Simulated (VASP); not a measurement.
Here is a VASP 6.6.1 calculation.

File INCAR:

```
SYSTEM = As
ALGO = Normal ; EDIFF = 1E-6
EDIFFG = -0.01 ; ENCUT = 600
GGA = PE ; IBRION = 2
ISIF = 3 ; ISMEAR = -1
IVDW = 13 ; LASPH = .True.
LCHARG = .False. ; LREAL = .False.
LWAVE = .False. ; NELM = 60
NSW = 60 ; PREC = Accurate
SIGMA = 0.05
```

Contents of KPOINTS:

```
k-points
0
Gamma
  10 10 10
  0 0 0
```

The input POSCAR:

```
As
1.0
    2.7036817444      0.0000000000      0.0000000000
    0.0000000000      2.7036817444      0.0000000000
    0.0000000000      0.0000000000      2.7036817444
As
1
Direct
    0.5000000000      0.5000000000      0.5000000000
```

Potentials or basis: VASP PAW PBE potentials, release 64 (As).

The run is started by

```console
$ cat potpaw_PBE.64/As/POTCAR > POTCAR
$ mpirun -np 1 vasp_std > vasp.out
```

Problem. What does it give for the space group after relaxing (to 0.05 Å)?

Solution. Pm-3m (No. 221).

Problem. What does it give for the relaxed cell?

Solution. a = 2.690 Å, b = 2.690 Å, c = 2.690 Å, α = 90.00°, β = 90.00°, γ = 90.00°.

Problem. Predict the relaxed volume.

Solution. 19.46 Å³/atom.

Problem. Estimate the dispersion energy per atom.

Solution. -0.496 eV.

Final structure:
```cif
data_structure
_symmetry_space_group_name_H-M 'P 1'
_symmetry_Int_Tables_number 1
_cell_length_a 2.6900
_cell_length_b 2.6900
_cell_length_c 2.6900
_cell_angle_alpha 90.000
_cell_angle_beta 90.000
_cell_angle_gamma 90.000
_cell_volume 19.46
loop_
_atom_site_label
_atom_site_type_symbol
_atom_site_fract_x
_atom_site_fract_y
_atom_site_fract_z
_atom_site_occupancy
As1 As 0.50000 0.50000 0.50000 1
```

Caveat: pairwise dispersion overbinds metals, which lowers pressure and volume.
